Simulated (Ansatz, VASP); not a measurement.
# Two plane-wave programs on HgTe

INCAR

```
SYSTEM = HgTe
  ALGO = Normal
  EDIFF = 1E-6
  ENCUT = 520
  GGA = PE
  ISIF = 2
  ISMEAR = 0
  LASPH = .TRUE.
  LCHARG = .FALSE.
  LREAL = .FALSE.
  LWAVE = .FALSE.
  NBANDS = 16
  NELM = 100
  PREC = Accurate
  SIGMA = 0.15
```

File KPOINTS:

```
k-points
0
G
  14 14 14
  0 0 0
```

Contents of POSCAR:

```
HgTe
1.0
    0.0000000000      3.2235000000      3.2235000000
    3.2235000000      0.0000000000      3.2235000000
    3.2235000000      3.2235000000      0.0000000000
Hg Te
1 1
Direct
    0.0022388331      0.0022388331      0.0022388331
    0.7500000000      0.7500000000      0.7500000000
```

Input for Ansatz:

```yaml
crystal:
  lattice:
    - [0.0, 3.2235, 3.2235]
    - [3.2235, 0.0, 3.2235]
    - [3.2235, 3.2235, 0.0]
  atoms:
    - { symbol: Hg, position: [0.0022388331, 0.0022388331, 0.0022388331] }
    - { symbol: Te, position: [0.75, 0.75, 0.75] }
basis:
  ecutwfc: 420
kpoints:
  mp_grid: { grid: [14, 14, 14] }
hamiltonian:
  xc: pbe
scf:
  occupations: { method: gaussian, width: 0.15 }
output:
  forces: true
  stress: true
  eigenvalues: true
```

Change from the starting cell: all Hg atoms moved -0.025 Å, as atom 1 towards its neighbour atom 2 (Te) at 2.792 Å.

Alike in both runs: task single point; functional PBE; k mesh 14 × 14 × 14; occupations gaussian, width 0.15 eV; no spin polarisation.

|  | VASP | Ansatz |
| --- | --- | --- |
| version | VASP 6.6.1 | Ansatz 0.2.0 |
| potentials or method | VASP PAW PBE potentials, release 64 (Hg, Te), cutoff 520 eV | scalar-relativistic, plane waves, PAW |
| valence electrons in the cell | 18 | 36 |

```csv
,VASP,Ansatz,Ansatz less VASP
gap on the k mesh at the Fermi level (eV),none,none,-
pressure (GPa),4.1,4.1,-0.07
"traceless stress, the component that is largest in VASP (GPa)",-0.22,-0.22,+0.005
rms of the force components (eV/Å),0.057,0.056,-0.0012
```

Atom by atom the forces differ by 0.001 eV/Å (rms over components). A gap of «none» marks a metal or a gap that the smearing closes. VASP's potentials hold 18 valence electrons a cell and Ansatz's 36, so a difference there can come from the potentials and not from the codes.

Neither program's run includes spin-orbit coupling.
